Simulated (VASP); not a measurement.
**P: single point with r2SCAN+D3(BJ)**

Crystal: P.

```
P
1.0
     2.41868    0.00000    0.00000
     0.00000    2.41868    0.00000
     0.00000    0.00000    2.41868
P
1
Direct
  0.00000 0.00000 0.00000
```

This isn't the form of P at room conditions, which is orthorhombic.

```
Program                : VASP 6.6.1
Task                   : single point
Functional             : r2SCAN
Dispersion             : D3(BJ)
Potentials or basis    : VASP PAW PBE potentials, release 64 (P)
Cutoff                 : 520 eV
k mesh                 : 18 × 18 × 18
Occupations            : gaussian, width 0.05 eV
Spin                   : no spin polarisation
Dipole correction      : no
Further INCAR settings : ALGO = Normal; EDIFF = 1e-06; NBANDS = 8
```

| Quantity | Value |
| --- | --- |
| Pressure | -0.6 GPa |
| Band gap on the k mesh | zero (an odd number of electrons rules out a gap without spin polarisation) |
| Dispersion energy per atom | -0.234 eV |

Levels at points of the mesh, in eV from the Fermi level:
```
           k point  band 1  band 2  band 3  band 4  band 5  band 6  band 7
(0.00, 0.00, 0.00)  -17.54    5.60    5.60    5.60    7.22    7.22   16.06
(0.50, 0.00, 0.00)  -12.86   -9.22    8.74    8.74    9.92   15.40   15.40
(0.50, 0.50, 0.00)   -7.68   -5.64   -5.64    1.23   11.70   18.11   18.11
(0.50, 0.50, 0.50)   -2.32   -2.32   -2.32   -1.02    5.06    5.06    5.06
```

Run time: 63 s on 1 thread of Intel(R) Xeon(R) Platinum 8259CL CPU @ 2.50GHz (Skylake/Cascade Lake), with other jobs on the host, peak memory 0.14 GiB.

Caveat: the PAW data sets were made with another functional, which shifts forces and pressure a little.
